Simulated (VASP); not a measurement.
# CO2 in VASP: a series of runs

Runs on CO2. Level: PBE+D3(BJ). Tasks: single point.

Everything below comes from runs of VASP 6.6.1. Logs are shortened: lines on timing, memory, paths and dates and some standing lists are left out, and cuts for length are marked.

## 1. The cell of the first run

The cell holds a disordered packing, 18 atoms: a = 7.343 Å, b = 7.343 Å, c = 7.343 Å, α = 90.00°, β = 90.00°, γ = 90.00°.

## 2. Single point, PBE+D3(BJ)

INCAR

```
PREC = Accurate
ENCUT = 520
EDIFF = 1E-7
ISMEAR = -1
SIGMA = 0.02
LREAL = Auto
LASPH = True
NELM = 100
ALGO = Normal
ISIF = 2
LWAVE = False
LCHARG = True
GGA = PE
IVDW = 12
LELF = True
LVHAR = True
NBANDS = 63
```

KPOINTS

```
Automatic mesh
0
Gamma
  1 1 1
```

POSCAR

```
CO2
1.0
    7.3434200000      0.0000000000      0.0000000000
    0.0000000000      7.3434200000      0.0000000000
    0.0000000000      0.0000000000      7.3434200000
C O
6 12
Direct
    0.3833499922      0.6476954879      0.9026992873
    1.1041176999      0.5020140480      0.5409332436
    0.8333719166      0.9766294179     -0.1034259242
    1.0028297442     -0.0531360047      0.4711292559
    0.3003369002      0.1903472769      0.8487189892
    0.6517535426      0.4995220211      0.4612428541
    0.2448450450      0.7354338986      0.8985867620
    0.5063308377      0.5545100239      0.8997714961
    0.9939101944      0.4130636679      0.6066927944
    1.1925914628      0.6092937623      0.4468217806
    0.7586519633      0.8777790185      0.0008442933
    0.9346734900      1.0577905118     -0.1952904777
    0.8871888030     -0.1557176357      0.5183143549
    1.1239722091      0.0407167233      0.4255238023
    0.3070640110      0.2084178761      1.0113135297
    0.3554610794      0.1596531316      0.6971274965
    0.5827529952      0.5868927557      0.5777417062
    0.7353794281      0.4148884307      0.3633184538
```

Potentials or basis: VASP PAW PBE potentials, release 64 (C, O).

Started as:

```sh
> cat potpaw_PBE.64/C/POTCAR potpaw_PBE.64/O/POTCAR > POTCAR
> mpirun -np 1 vasp_gam > vasp.out
```

OUTCAR:

```text
PREC = Accurate
   ENCUT = 520
   EDIFF = 1E-7
   ISMEAR = -1
   LREAL = Auto
   LASPH = True
   NELM = 100
   ISIF = 2
   GGA = PE
   IVDW = 12
 IVDW          = 12

 ion  position               nearest neighbor table
   1  0.383  0.648  0.903-   8 1.13   7 1.20
   2  0.104  0.502  0.541-   9 1.15  10 1.23
   3  0.833  0.977  0.897-  12 1.17  11 1.19
   4  0.003  0.947  0.471-  14 1.17  13 1.19
   5  0.300  0.190  0.849-  15 1.20  16 1.21
   6  0.652  0.500  0.461-  18 1.13  17 1.18
   7  0.245  0.735  0.899-   1 1.20
   8  0.506  0.555  0.900-   1 1.13
   9  0.994  0.413  0.607-   2 1.15
  10  0.193  0.609  0.447-   2 1.23
  11  0.759  0.878  0.001-   3 1.19
  12  0.935  0.058  0.805-   3 1.17
  13  0.887  0.844  0.518-   4 1.19
  14  0.124  0.041  0.426-   4 1.17
  15  0.307  0.208  0.011-   5 1.20
  16  0.355  0.160  0.697-   5 1.21
  17  0.583  0.587  0.578-   6 1.18
  18  0.735  0.415  0.363-   6 1.13

  LATTYP: Found a simple cubic cell.
 ALAT       =     7.3434200000

  Lattice vectors:

 A1 = (   7.3434200000,   0.0000000000,   0.0000000000)
 A2 = (   0.0000000000,   7.3434200000,   0.0000000000)
 A3 = (   0.0000000000,   0.0000000000,   7.3434200000)

Analysis of symmetry for initial positions (statically):
=====================================================================
 Subroutine PRICEL returns:
 Original cell was already a primitive cell.

 Routine SETGRP: Setting up the symmetry group for a
 simple cubic supercell.

 Subroutine GETGRP returns: Found  1 space group operations
 (whereof  1 operations were pure point group operations)
 out of a pool of 48 trial point group operations.

The static configuration has the point symmetry C_1 .

Analysis of symmetry for dynamics (positions and initial velocities):
=====================================================================
 Subroutine PRICEL returns:
 Original cell was already a primitive cell.

 Routine SETGRP: Setting up the symmetry group for a
 simple cubic supercell.

 Subroutine GETGRP returns: Found  1 space group operations
 (whereof  1 operations were pure point group operations)
 out of a pool of 48 trial point group operations.

The dynamic configuration has the point symmetry C_1 .

 Subroutine INISYM returns: Found  1 space group operations
 (whereof  1 operations are pure point group operations),
 and found     1 'primitive' translations

----------------------------------------------------------------------------------------

                                     Primitive cell

  volume of cell :     395.9999

  direct lattice vectors                    reciprocal lattice vectors
     7.343420000  0.000000000  0.000000000     0.136176332  0.000000000  0.000000000
     0.000000000  7.343420000  0.000000000     0.000000000  0.136176332  0.000000000
     0.000000000  0.000000000  7.343420000     0.000000000  0.000000000  0.136176332

  length of vectors
     7.343420000  7.343420000  7.343420000     0.136176332  0.136176332  0.136176332

  position of ions in fractional coordinates (direct lattice)
     0.383349992  0.647695488  0.902699287
     0.104117700  0.502014048  0.540933244
     0.833371917  0.976629418  0.896574076
     0.002829744  0.946863995  0.471129256
     0.300336900  0.190347277  0.848718989
     0.651753543  0.499522021  0.461242854
[... 10 lines left out ...]
     0.582752995  0.586892756  0.577741706
     0.735379428  0.414888431  0.363318454

  ion indices of the primitive-cell ions
   primitive index   ion index
                 1           1
                 2           2
                 3           3
                 4           4
                 5           5
                 6           6
[... 10 lines left out ...]
                17          17
                18          18

----------------------------------------------------------------------------------------

 KPOINTS: Automatic mesh

Automatic generation of k-mesh.
 Grid dimensions read from file:
 generate k-points for:    1    1    1

 Generating k-lattice:

  Cartesian coordinates                     Fractional coordinates (reciprocal lattice)
     0.136176332  0.000000000  0.000000000     1.000000000  0.000000000  0.000000000
     0.000000000  0.136176332  0.000000000     0.000000000  1.000000000  0.000000000
     0.000000000  0.000000000  0.136176332     0.000000000  0.000000000  1.000000000

  Length of vectors
     0.136176332  0.136176332  0.136176332

  Shift w.r.t. Gamma in fractional coordinates (k-lattice)
     0.000000000  0.000000000  0.000000000

 Subroutine IBZKPT returns following result:
 ===========================================

 Found      1 irreducible k-points:

 Following reciprocal coordinates:
            Coordinates               Weight
  0.000000  0.000000  0.000000      1.000000
   k-points           NKPTS =      1   k-points in BZ     NKDIM =      1   number of bands    NBANDS=     63
   number of dos      NEDOS =    301   number of ions     NIONS =     18
   total plane-waves  NPLWV = 175616
   dimension x,y,z NGX =    56 NGY =   56 NGZ =   56
   dimension x,y,z NGXF=   112 NGYF=  112 NGZF=  112
   ions per type =               6  12
   NGX,Y,Z   is equivalent  to a cutoff of  12.68, 12.68, 12.68 a.u.
   NGXF,Y,Z  is equivalent  to a cutoff of  25.36, 25.36, 25.36 a.u.
 SYSTEM =  unknown system
   PREC   = accura    normal or accurate (medium, high low for compatibility)
   ISTART =      0    job   : 0-new  1-cont  2-samecut
   ICHARG =      2    charge: 1-file 2-atom 10-const
   ISPIN  =      1    spin polarized calculation?
   LNONCOLLINEAR =      F non collinear calculations
   LSORBIT =      F    spin-orbit coupling
   LASPH  =      T    aspherical Exc in radial PAW
   ENCUT  =  520.0 eV  38.22 Ry    6.18 a.u.  13.65 13.65 13.65*2*pi/ulx,y,z
   NELM   =    100;   NELMIN=  2; NELMDL= -5     # of ELM steps
   EDIFF  = 0.1E-06   stopping-criterion for ELM
   LREAL  =      T    real-space projection
   EDIFFG = 0.1E-05   stopping-criterion for IOM
   NSW    =      0    number of steps for IOM
   IBRION =     -1    ionic relax: 0-MD 1-quasi-New 2-CG
   NFREE  =      0    steps in history (QN), initial steepest desc. (CG)
   ISIF   =      2    stress and relaxation
   ISYM   =      2    0-nonsym 1-usesym 2-fastsym
   POTIM  = 0.5000    time-step for ionic-motion
   TEBEG  =    0.0;   TEEND  =   0.0 temperature during run
   PSTRESS=    0.0 pullay stress
   NELECT =      96.0000    total number of electrons
   NUPDOWN=      -1.0000    fix difference up-down
   EMIN   =  10.00;   EMAX   =-10.00  energy-range for DOS
   EFERMI =   0.00;   METHOD = LEGACY
   ISMEAR =    -1;   SIGMA  =   0.02  broadening in eV -4-tet -1-fermi 0-gaus
   EFERMI_NEDOS =   21; number of points for ismear=-14 and -15
   IALGO  =     38    algorithm
   IMIX   =      4    mixing-type and parameters
     AMIX     =   0.40;   BMIX     =  1.00
     AMIX_MAG =   1.60;   BMIX_MAG =  1.00
  volume/ion in A,a.u.               =      22.00       148.46
  Fermi-wavevector in a.u.,A,eV,Ry     =   1.020783  1.929001 14.177250  1.041998
  Thomas-Fermi vector in A             =   2.154372
   LORBIT       =      0    0 simple, 1 ext, 2 COOP (PROOUT), +10 PAW based schemes
   GGA     = PE    functional components
   LHFCALC =     F    Hartree Fock is set to
   AEXX    =    0.0000 exact exchange contribution
   IVDW    =    12    specifies the selected vdW correction
   LEPSILON=     F    determine dielectric tensor
   LRPA    =     F    only Hartree local field effects (RPA)
 non-spin polarized calculation
  energy-cutoff  :      520.00
  volume of cell :      396.00
 maximum number of plane-waves:      5390
 NGX is ok and might be reduce to    54
   NGX = 27   NGY = 27   NGZ = 27

 number of electron      95.9999999 magnetization

 Free energy of the ion-electron system (eV)
  ---------------------------------------------------
  ext. energy  EPLUGINS =         0.00000000
  ---------------------------------------------------
  free energy    TOTEN  =      -136.43039762 eV

  energy without entropy =     -136.43039762  energy(sigma->0) =     -136.43039762

 E-fermi :  -4.6005     XC(G=0):  -6.1059

 val. band max:       -5.1304911530   @ k =   0.0000   0.0000   0.0000
 cond. band min:       0.2691571716   @ k =   0.0000   0.0000   0.0000
 fundamental gap:      5.3996483246
 Fermi energy:        -4.6004539191

 k-point     1 :       0.0000    0.0000    0.0000
  band No.  band energies     occupation
      1     -26.1980      2.00000
      2     -26.1553      2.00000
      3     -25.9946      2.00000
      4     -25.9707      2.00000
      5     -25.4996      2.00000
      6     -25.4163      2.00000
[... 52 lines left out ...]
     59       3.1811      0.00000
     60       3.2303      0.00000
 [bands above 60 left out]

------------------------ aborting loop because EDIFF is reached ----------------------------------------

 Edisp (eV)   -0.82889

 E8    (eV) :    -0.2107

  FORCE on cell =-STRESS in cart. coord.  units (eV):
  Direction    XX          YY          ZZ          XY          YZ          ZX
  --------------------------------------------------------------------------------------
  -------------------------------------------------------------------------------------
  Total       2.50555     1.13130    -0.64345    -3.07661     3.10932    -0.65696
  in kB      10.13722     4.57712    -2.60332   -12.44768    12.58001    -2.65798
  external pressure =        4.04 kB  Pullay stress =        0.00 kB

 VOLUME and BASIS-vectors are now :
 -----------------------------------------------------------------------------
  energy-cutoff  :      520.00
  volume of cell :      396.00
      direct lattice vectors                 reciprocal lattice vectors
     7.343420000  0.000000000  0.000000000     0.136176332  0.000000000  0.000000000
     0.000000000  7.343420000  0.000000000     0.000000000  0.136176332  0.000000000
     0.000000000  0.000000000  7.343420000     0.000000000  0.000000000  0.136176332

 POSITION                                       TOTAL-FORCE (eV/Angst)
 -----------------------------------------------------------------------------------
      2.81510      4.75630      6.62890        -5.280789      3.174311     -0.131480
      0.76458      3.68650      3.97230         2.958653      4.724077     -4.553953
      6.11980      7.17180      6.58392         0.272483     -1.869826      1.791140
      0.02078      6.95322      3.45970        -0.115625     -0.808362      0.062458
      2.20550      1.39780      6.23250         3.413748     -0.869346      0.526598
      4.78610      3.66820      3.38710        -2.101094      2.958036      4.052928
[... 10 lines left out ...]
      4.27940      4.30980      4.24260        -0.128029     -0.205227     -1.139481
      5.40020      3.04670      2.66800         2.042340     -2.752924     -3.774163
 -----------------------------------------------------------------------------------
    total drift:                               -0.019339      0.017604     -0.007964

  FREE ENERGIE OF THE ION-ELECTRON SYSTEM (eV)
  ---------------------------------------------------
  free  energy   TOTEN  =      -137.2592920354 eV

  energy  without entropy=     -137.2592920354  energy(sigma->0) =     -137.25929204
```

It took 51 s on 1 thread of Intel Xeon Platinum 8259CL at 2.50GHz (Skylake/Cascade Lake), shared host; peak memory 0.38 GiB.

What came out:

```yaml
Free_energy: -137.2593 eV
Pressure: 0.4 GPa
Largest_force: 7.198 eV/Å
Dispersion_energy_per_atom: -0.046 eV
```

Forces on the atoms (eV/Å):
```
C   -5.281  3.174 -0.131
C    2.959  4.724 -4.554
C    0.272 -1.870  1.791
C   -0.116 -0.808  0.062
C    3.414 -0.869  0.527
C   -2.101  2.958  4.053
O    1.749 -0.753  0.126
O    3.393 -2.391  0.661
O   -1.135 -1.859  2.015
O   -1.451 -2.949  2.659
O   -0.198  1.038 -0.909
O   -0.076  1.061 -0.395
O    0.344  0.614 -0.527
O   -0.422  0.046 -0.131
O   -1.462  0.096 -1.967
O   -1.805  0.746  1.635
O   -0.128 -0.205 -1.139
O    2.042 -2.753 -3.774
```

Caveat: the k points lie up to 0.86 Å⁻¹ apart.

## 3. Single point, PBE+D3(BJ)

INCAR

```
PREC     = Accurate       # precision mode
ENCUT    = 520            # plane-wave cutoff, eV
EDIFF    = 1E-7           # SCF threshold, eV
ISMEAR   = -1             # smearing method
SIGMA    = 0.02           # smearing width, eV
LREAL    = Auto         
LASPH    = T              # aspherical terms in the spheres
NELM     = 60             # most SCF steps
ALGO     = Normal         # electronic algorithm
ISIF     = 2              # what is computed and relaxed
LWAVE    = F              # write WAVECAR
LCHARG   = F              # write CHGCAR
GGA      = PE             # functional
IVDW     = 12             # dispersion correction
NBANDS   = 63             # bands
```

KPOINTS

```
regular mesh
0
Gamma
  1 1 1
```

POSCAR

```
CO2
1.0
    7.3434200000      0.0000000000      0.0000000000
    0.0000000000      7.3434200000      0.0000000000
    0.0000000000      0.0000000000      7.3434200000
C O
6 12
Direct
    0.3931819234      0.6638868538      0.8641750029
    1.1453382756      0.5113421267      0.5628984860
    0.7893869614      0.9621130209     -0.0018792334
    1.0258980148     -0.0384289609      0.4247748324
    0.3628826895      0.1374291543      0.8560997464
    0.6369647930      0.4563268886      0.4680516707
    0.2598789120      0.7469952692      0.8097044701
    0.5159040338      0.5660033064      0.8955636475
    1.0581854231      0.4429271375      0.6739502847
    1.2216651097      0.6037650032      0.4425458438
    0.8127412023      0.8981918507      0.1480372905
    0.7720108614      1.0264018672     -0.1406973862
    0.8946512660     -0.1039433942      0.4975338466
    1.1452020993      0.0540075333      0.3729461205
    0.4123283157      0.1293538978      1.0060298880
    0.3301050464      0.1192496139      0.6878130353
    0.6063251183      0.5990124492      0.5320273115
    0.6808271895      0.3266597852      0.3982613006
```

Potentials or basis: VASP PAW PBE potentials, release 64 (C, O).

Started as:

```sh
> cat potpaw_PBE.64/C/POTCAR potpaw_PBE.64/O/POTCAR > POTCAR
> mpirun -np 1 vasp_gam > vasp.out
```

Wall time 45 s (1 thread of Intel Xeon Platinum 8259CL at 2.50GHz (Skylake/Cascade Lake), shared host); peak memory 0.37 GiB.

The run converged. Its results:

- Free energy: -137.1114 eV
- Pressure: -0.6 GPa
- Largest force: 7.348 eV/Å
- Dispersion energy per atom: -0.045 eV

Forces on the atoms (eV/Å):
```
C   -2.750  0.883 -1.860
C    2.568  4.372 -5.275
C    1.146 -2.709  6.573
C   -2.464  0.145  2.044
C   -0.703 -1.540 -7.150
C   -0.618  4.289  1.684
O    2.974 -1.260  1.821
O   -0.131  0.476  0.611
O   -0.904 -1.366  1.453
O   -2.035 -3.256  3.460
O   -0.547  0.740 -2.643
O   -0.629  1.925 -4.344
O    2.086  0.196 -1.023
O    0.453 -0.334 -0.796
O   -0.119  0.447  1.249
O    0.892  1.322  6.048
O   -0.458  0.586  0.505
O    1.240 -4.916 -2.356
```

Stress tensor (GPa, compression positive):
```
-1.58 -0.53 -0.12
-0.53  1.11  1.55
-0.12  1.55 -1.34
```

Levels at points of the mesh, in eV from the Fermi level:
| k point | band 46 | band 47 | band 48 | band 49 | band 50 | band 51 |
| --- | --- | --- | --- | --- | --- | --- |
| (0.00, 0.00, 0.00) | -0.92 | -0.66 | -0.57 | 4.89 | 5.83 | 5.91 |

Caveat: the k points lie up to 0.86 Å⁻¹ apart.
